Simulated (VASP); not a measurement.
# Ir (Pm-3m) in VASP: a series of runs

Runs on Ir. Level: PBE. Tasks: single point.

Program: VASP 6.6.1. These are calculated values, not measurements. Logs are shortened: lines on timing, memory, paths and dates and some standing lists are left out, and cuts for length are marked.

### Step 1. The cell of the first run

Symmetry: Pm-3m, No. 221, cubic system. The conventional cell has a = 2.387 Å, b = 2.387 Å, c = 2.387 Å, α = 90.00°, β = 90.00°, γ = 90.00°. Within 3.2 Å of Ir (site symmetry m-3m) lie 6 Ir at 2.39 Å.

### Step 2. Single point, PBE (volume scaled by 0.8)

INCAR

```
PREC = Accurate
ENCUT = 520
EDIFF = 1E-6
ISMEAR = -1
SIGMA = 0.08
LREAL = F
LASPH = T
NELM = 80
ALGO = Normal
ISIF = 2
LWAVE = F
LCHARG = T
GGA = PE
LELF = T
LVHAR = T
NBANDS = 10
```

KPOINTS

```
regular mesh
0
Gamma
  17 17 17
```

POSCAR

```
Ir
1.0
    2.3866217750      0.0000000000      0.0000000000
    0.0000000000      2.3866217750      0.0000000000
    0.0000000000      0.0000000000      2.3866217750
Ir
1
Direct
    0.0000000000      0.0000000000      0.0000000000
```

Potentials or basis: VASP PAW PBE potentials, release 64 (Ir).

Run with:

```console
$ cat potpaw_PBE.64/Ir/POTCAR > POTCAR
$ mpirun -np 1 vasp_std > vasp.out
```

OUTCAR:

```text
PREC = Accurate
   ENCUT = 520
   EDIFF = 1E-6
   ISMEAR = -1
   LREAL = F
   LASPH = T
   NELM = 80
   ISIF = 2
   GGA = PE

 ion  position               nearest neighbor table
   1  0.000  0.000  0.000-

  LATTYP: Found a simple cubic cell.
 ALAT       =     2.3866217750

  Lattice vectors:

 A1 = (   2.3866217750,   0.0000000000,   0.0000000000)
 A2 = (   0.0000000000,   2.3866217750,   0.0000000000)
 A3 = (   0.0000000000,   0.0000000000,   2.3866217750)

Analysis of symmetry for initial positions (statically):
=====================================================================
 Subroutine PRICEL returns:
 Original cell was already a primitive cell.

 Routine SETGRP: Setting up the symmetry group for a
 simple cubic supercell.

 Subroutine GETGRP returns: Found 48 space group operations
 (whereof 48 operations were pure point group operations)
 out of a pool of 48 trial point group operations.

The static configuration has the point symmetry O_h .

Analysis of symmetry for dynamics (positions and initial velocities):
=====================================================================
 Subroutine PRICEL returns:
 Original cell was already a primitive cell.

 Routine SETGRP: Setting up the symmetry group for a
 simple cubic supercell.

 Subroutine GETGRP returns: Found 48 space group operations
 (whereof 48 operations were pure point group operations)
 out of a pool of 48 trial point group operations.

The dynamic configuration has the point symmetry O_h .

 Subroutine INISYM returns: Found 48 space group operations
 (whereof 48 operations are pure point group operations),
 and found     1 'primitive' translations

----------------------------------------------------------------------------------------

                                     Primitive cell

  volume of cell :      13.5941

  direct lattice vectors                    reciprocal lattice vectors
     2.386621775  0.000000000  0.000000000     0.419002295  0.000000000  0.000000000
     0.000000000  2.386621775  0.000000000     0.000000000  0.419002295  0.000000000
     0.000000000  0.000000000  2.386621775     0.000000000  0.000000000  0.419002295

  length of vectors
     2.386621775  2.386621775  2.386621775     0.419002295  0.419002295  0.419002295

  position of ions in fractional coordinates (direct lattice)
     0.000000000  0.000000000  0.000000000

  ion indices of the primitive-cell ions
   primitive index   ion index
                 1           1

----------------------------------------------------------------------------------------

 KPOINTS: regular mesh

Automatic generation of k-mesh.
 Grid dimensions read from file:
 generate k-points for:   17   17   17

 Generating k-lattice:

  Cartesian coordinates                     Fractional coordinates (reciprocal lattice)
     0.024647194  0.000000000  0.000000000     0.058823529  0.000000000  0.000000000
     0.000000000  0.024647194  0.000000000     0.000000000  0.058823529  0.000000000
     0.000000000  0.000000000  0.024647194     0.000000000  0.000000000  0.058823529

  Length of vectors
     0.024647194  0.024647194  0.024647194

  Shift w.r.t. Gamma in fractional coordinates (k-lattice)
     0.000000000  0.000000000  0.000000000

 Subroutine IBZKPT returns following result:
 ===========================================

 Found    165 irreducible k-points:

 Following reciprocal coordinates:
            Coordinates               Weight
  0.000000  0.000000  0.000000      1.000000
  0.058824  0.000000  0.000000      6.000000
  0.117647  0.000000  0.000000      6.000000
  0.176471  0.000000  0.000000      6.000000
  0.235294  0.000000  0.000000      6.000000
  0.294118  0.000000  0.000000      6.000000
[... 16 lines left out ...]
  0.411765  0.117647  0.000000     24.000000
  0.470588  0.117647  0.000000     24.000000
 [... further k-points ...]
   k-points           NKPTS =    165   k-points in BZ     NKDIM =    165   number of bands    NBANDS=     10
   number of dos      NEDOS =    301   number of ions     NIONS =      1
   total plane-waves  NPLWV =   5832
   dimension x,y,z NGX =    18 NGY =   18 NGZ =   18
   dimension x,y,z NGXF=    36 NGYF=   36 NGZF=   36
   ions per type =               1
   NGX,Y,Z   is equivalent  to a cutoff of  12.54, 12.54, 12.54 a.u.
   NGXF,Y,Z  is equivalent  to a cutoff of  25.08, 25.08, 25.08 a.u.
 SYSTEM =  unknown system
   PREC   = accura    normal or accurate (medium, high low for compatibility)
   ISTART =      0    job   : 0-new  1-cont  2-samecut
   ICHARG =      2    charge: 1-file 2-atom 10-const
   ISPIN  =      1    spin polarized calculation?
   LNONCOLLINEAR =      F non collinear calculations
   LSORBIT =      F    spin-orbit coupling
   LASPH  =      T    aspherical Exc in radial PAW
   ENCUT  =  520.0 eV  38.22 Ry    6.18 a.u.   4.44  4.44  4.44*2*pi/ulx,y,z
   NELM   =     80;   NELMIN=  2; NELMDL= -5     # of ELM steps
   EDIFF  = 0.1E-05   stopping-criterion for ELM
   LREAL  =      F    real-space projection
   EDIFFG = 0.1E-04   stopping-criterion for IOM
   NSW    =      0    number of steps for IOM
   IBRION =     -1    ionic relax: 0-MD 1-quasi-New 2-CG
   NFREE  =      0    steps in history (QN), initial steepest desc. (CG)
   ISIF   =      2    stress and relaxation
   ISYM   =      2    0-nonsym 1-usesym 2-fastsym
   POTIM  = 0.5000    time-step for ionic-motion
   TEBEG  =    0.0;   TEEND  =   0.0 temperature during run
   PSTRESS=    0.0 pullay stress
   NELECT =       9.0000    total number of electrons
   NUPDOWN=      -1.0000    fix difference up-down
   EMIN   =  10.00;   EMAX   =-10.00  energy-range for DOS
   EFERMI =   0.00;   METHOD = LEGACY
   ISMEAR =    -1;   SIGMA  =   0.08  broadening in eV -4-tet -1-fermi 0-gaus
   EFERMI_NEDOS =   21; number of points for ismear=-14 and -15
   IALGO  =     38    algorithm
   IMIX   =      4    mixing-type and parameters
     AMIX     =   0.40;   BMIX     =  1.00
     AMIX_MAG =   1.60;   BMIX_MAG =  1.00
  volume/ion in A,a.u.               =      13.59        91.74
  Fermi-wavevector in a.u.,A,eV,Ry     =   1.426829  2.696317 27.699316  2.035842
  Thomas-Fermi vector in A             =   2.547064
   LORBIT       =      0    0 simple, 1 ext, 2 COOP (PROOUT), +10 PAW based schemes
   GGA     = PE    functional components
[... 5 lines left out ...]
 non-spin polarized calculation
  energy-cutoff  :      520.00
  volume of cell :       13.59
 maximum number of plane-waves:       380
 NGX is ok and might be reduce to    18
   NGX =  9   NGY =  9   NGZ =  9

 number of electron       9.0000003 magnetization

 Free energy of the ion-electron system (eV)
  ---------------------------------------------------
  ext. energy  EPLUGINS =         0.00000000
  ---------------------------------------------------
  free energy    TOTEN  =        -7.06380940 eV

  energy without entropy =       -7.04416700  energy(sigma->0) =       -7.05398820

 E-fermi :  10.9832     XC(G=0): -14.0458

 val. band max:       10.9810904978   @ k =   0.2941   0.2941   0.1176
 cond. band min:      10.9969619618   @ k =   0.3529   0.2353   0.0588
 fundamental gap:      0.0158714641
 Fermi energy:        10.9831800245

 k-point     1 :       0.0000    0.0000    0.0000
  band No.  band energies     occupation
      1      -0.2239      2.00000
      2       2.9107      2.00000
      3       2.9107      2.00000
      4      12.9031      0.00000
      5      12.9031      0.00000
      6      12.9031      0.00000
      7      28.0910      0.00000
      8      28.0910      0.00000
      9      28.0910      0.00000
     10      35.2473      0.00000

 k-point     2 :       0.0588    0.0000    0.0000
  band No.  band energies     occupation
      1      -0.0892      2.00000
      2       2.9414      2.00000
      3       3.0589      2.00000
      4      12.7189      0.00000
      5      12.7189      0.00000
      6      12.9167      0.00000
      7      27.2882      0.00000
      8      28.3602      0.00000
      9      28.3602      0.00000
     10      35.8179      0.00000

 k-point     3 :       0.1176    0.0000    0.0000
  band No.  band energies     occupation
      1       0.2822      2.00000
      2       3.0305      2.00000
      3       3.5151      2.00000
      4      12.2218      0.00000
      5      12.2218      0.00000
      6      12.9559      0.00000
      7      25.5784      0.00000
      8      29.1046      0.00000
      9      29.1046      0.00000
     10      34.8305      0.00000

 k-point     4 :       0.1765    0.0000    0.0000
  band No.  band energies     occupation
      1       0.8070      2.00000
      2       3.1685      2.00000
      3       4.2954      2.00000
      4      11.5381      0.00194
      5      11.5381      0.00194
      6      13.0159      0.00000
      7      23.7090      0.00000
      8      30.1768      0.00000
      9      30.1768      0.00000
     10      32.9037      0.00000
[... 222 lines left out ...]
 k-point    22 :       0.3529    0.1176    0.0000
  band No.  band energies     occupation
      1       2.9752      2.00000
      2       4.2567      2.00000
      3       6.9600      2.00000
      4       9.6291      2.00000
      5       9.9970      1.99999
      6      12.6314      0.00000
      7      20.1403      0.00000
      8      28.9852      0.00000
      9      30.9117      0.00000
     10      35.0903      0.00000

 k-point    23 :       0.4118    0.1176    0.0000
  band No.  band energies     occupation
      1       3.3821      2.00000
      2       4.4551      2.00000
      3       6.8299      2.00000
      4       9.2312      2.00000
      5      10.7979      1.82036
      6      12.6927      0.00000
      7      19.3879      0.00000
      8      28.4654      0.00000
      9      31.5333      0.00000
     10      35.0922      0.00000

 k-point    24 :       0.4706    0.1176    0.0000
  band No.  band energies     occupation
      1       3.6085      2.00000
      2       4.5963      2.00000
      3       6.6303      2.00000
      4       9.0256      2.00000
      5      11.3750      0.01482
      6      12.7259      0.00000
      7      19.0521      0.00000
      8      28.1393      0.00000
      9      32.2503      0.00000
     10      33.5354      0.00000

 [... further k-points ...]

------------------------ aborting loop because EDIFF is reached ----------------------------------------

  FORCE on cell =-STRESS in cart. coord.  units (eV):
  Direction    XX          YY          ZZ          XY          YZ          ZX
  --------------------------------------------------------------------------------------
  -------------------------------------------------------------------------------------
  Total        8.0760464      8.0760464      8.0760464      0.0000000      0.0000000     -0.0000000
  in kB      951.8282556    951.8282556    951.8282556      0.0000000      0.0000000     -0.0000000
  external PRESSURE =     951.8282556 kB  Pullay stress =       0.0000000 kB

 VOLUME and BASIS-vectors are now :
 -----------------------------------------------------------------------------
  energy-cutoff  :      520.00
  volume of cell :       13.59
      direct lattice vectors                 reciprocal lattice vectors
     2.386621775  0.000000000  0.000000000     0.419002295  0.000000000  0.000000000
     0.000000000  2.386621775  0.000000000     0.000000000  0.419002295  0.000000000
     0.000000000  0.000000000  2.386621775     0.000000000  0.000000000  0.419002295

 POSITION                                       TOTAL-FORCE (eV/Angst)
 -----------------------------------------------------------------------------------
      0.00000      0.00000      0.00000         0.000000      0.000000      0.000000
 -----------------------------------------------------------------------------------
    total drift:                               -0.000000      0.000000      0.000000

  FREE ENERGIE OF THE ION-ELECTRON SYSTEM (eV)
  ---------------------------------------------------
  free  energy   TOTEN  =        -7.0638093981 eV

  energy  without entropy=       -7.0441670033  energy(sigma->0) =       -7.05398820
```

Run time: 12 s. Hardware: 1 thread of Intel Xeon Platinum 8259CL at 2.50GHz (Skylake/Cascade Lake), shared host; peak memory 0.14 GiB.

What came out:

| Quantity | Value |
| --- | --- |
| Free energy | -7.0638 eV |
| Pressure | 95.2 GPa |

Caveat: the cell differs from its parent crystal (volume scaled by 0.8); spin-orbit coupling is left out, which moves the levels of the heavy elements.

### Step 3. Single point, PBE (volume scaled by 0.9)

INCAR

```
  ALGO = Normal
  EDIFF = 1E-7
  ENCUT = 520
  GGA = PE
  ISIF = 2
  ISMEAR = -1
  LASPH = T
  LCHARG = T
  LELF = T
  LREAL = F
  LVHAR = T
  LWAVE = F
  NBANDS = 10
  NELM = 60
  PREC = Accurate
  SIGMA = 0.08
```

KPOINTS

```
k-points
0
Gamma
  17 17 17
```

POSCAR

```
Ir
1.0
    2.4821866729      0.0000000000      0.0000000000
    0.0000000000      2.4821866729      0.0000000000
    0.0000000000      0.0000000000      2.4821866729
Ir
1
Direct
    0.0000000000      0.0000000000      0.0000000000
```

Potentials or basis: VASP PAW PBE potentials, release 64 (Ir).

Run with:

```console
$ cat potpaw_PBE.64/Ir/POTCAR > POTCAR
$ mpirun -np 1 vasp_std > vasp.out
```

Run time: 13 s. Hardware: 1 thread of Intel Xeon Platinum 8259CL at 2.50GHz (Skylake/Cascade Lake), shared host; peak memory 0.14 GiB.

Results (log left out):

```
Free energy : -7.7166 eV
Pressure    : 33.9 GPa
```

Levels at points of the mesh, in eV from the Fermi level:
| k point | band 1 | band 2 | band 3 | band 4 | band 5 | band 6 | band 7 | band 8 | band 9 | band 10 |
| --- | --- | --- | --- | --- | --- | --- | --- | --- | --- | --- |
| (0.00, 0.00, 0.00) | -10.05 | -6.86 | -6.86 | 1.56 | 1.56 | 1.56 | 16.30 | 16.30 | 16.30 | 22.78 |

Caveat: the cell differs from its parent crystal (volume scaled by 0.9); spin-orbit coupling is left out, which moves the levels of the heavy elements.

### Step 4. Single point, PBE (volume scaled by 0.9)

INCAR

```
SYSTEM = Ir
ALGO = Normal
EDIFF = 1E-6
ENCUT = 520
GGA = PE
ISIF = 2
ISMEAR = -1
LASPH = .TRUE.
LCHARG = .TRUE.
LELF = .TRUE.
LREAL = .FALSE.
LVHAR = .TRUE.
LWAVE = .FALSE.
NBANDS = 10
NELM = 60
PREC = Accurate
SIGMA = 0.08
```

KPOINTS

```
k-points
0
G
  17 17 17
  0 0 0
```

POSCAR is that of step 3.

Run with:

```console
$ cat potpaw_PBE.64/Ir/POTCAR > POTCAR
$ mpirun -np 1 vasp_std > vasp.out
```

It took 11 s on 1 thread of Intel Xeon Platinum 8259CL at 2.50GHz (Skylake/Cascade Lake), shared host; peak memory 0.14 GiB.

It converged, with:

| Quantity | Value |
| --- | --- |
| Free energy | -7.7166 eV |
| Pressure | 33.8 GPa |

Levels at points of the mesh, in eV from the Fermi level:
| k point | band 2 | band 3 | band 4 | band 5 | band 6 | band 7 | band 8 | band 9 |
| --- | --- | --- | --- | --- | --- | --- | --- | --- |
| (0.00, 0.00, 0.00) | -6.86 | -6.86 | 1.56 | 1.56 | 1.56 | 16.30 | 16.30 | 16.30 |

Caveat: the cell differs from its parent crystal (volume scaled by 0.9); spin-orbit coupling is left out, which moves the levels of the heavy elements.

### Step 5. Single point, PBE

This run uses another cell than the first one, of 16.99 Å³/atom, 1.250 times its volume.

INCAR

```
PREC     = Accurate       # precision mode
ENCUT    = 520            # plane-wave cutoff, eV
EDIFF    = 1E-7           # SCF threshold, eV
ISMEAR   = -1             # smearing method
SIGMA    = 0.08           # smearing width, eV
LREAL    = False          # projectors in reciprocal space
LASPH    = True           # aspherical terms in the spheres
NELM     = 60             # most SCF steps
ALGO     = Normal         # electronic algorithm
ISIF     = 2              # what is computed and relaxed
LWAVE    = False          # write WAVECAR
LCHARG   = False          # write CHGCAR
GGA      = PE             # functional
NBANDS   = 10             # bands
```

KPOINTS

```
regular mesh
0
Gamma
  17 17 17
```

POSCAR

```
Ir
1.0
    2.5709103720      0.0000000000      0.0000000000
    0.0000000000      2.5709103720      0.0000000000
    0.0000000000      0.0000000000      2.5709103720
Ir
1
Direct
    0.0000000000      0.0000000000      0.0000000000
```

Run with:

```console
$ cat potpaw_PBE.64/Ir/POTCAR > POTCAR
$ mpirun -np 1 vasp_std > vasp.out
```

Run time: 14 s. Hardware: 1 thread of Intel Xeon Platinum 8259CL at 2.50GHz (Skylake/Cascade Lake), shared host; peak memory 0.15 GiB.

It converged, with:

| Item | Value |
| --- | --- |
| Free energy | -7.8797 eV |
| Pressure | 0.1 GPa |

Levels at points of the mesh, in eV from the Fermi level:
| k point | band 1 | band 2 | band 3 | band 4 | band 5 | band 6 | band 7 | band 8 | band 9 | band 10 |
| --- | --- | --- | --- | --- | --- | --- | --- | --- | --- | --- |
| (0.00, 0.00, 0.00) | -9.08 | -5.92 | -5.92 | 1.28 | 1.28 | 1.28 | 15.59 | 15.59 | 15.59 | 21.51 |

Caveat: spin-orbit coupling is left out, which moves the levels of the heavy elements.

### Step 6. Overview

| cell | gap on the mesh (eV) | pressure (GPa) |
| --- | --- | --- |
| a = 2.387 Å, 1 atom | none | 95.2 |
| a = 2.482 Å, 1 atom | none | 33.8 |
| a = 2.571 Å, 1 atom | none | 0.1 |

Alike in all rows: task single point; level PBE; potentials or basis VASP PAW PBE potentials, release 64 (Ir); no spin polarisation; k mesh 17 × 17 × 17; cutoff (eV) 520; smearing fermi-dirac 0.08 eV.

Caveats: spin-orbit coupling is left out, which moves the levels of the heavy elements.

Total energies depend on the potentials used, so only differences within one code and one set of settings carry meaning.
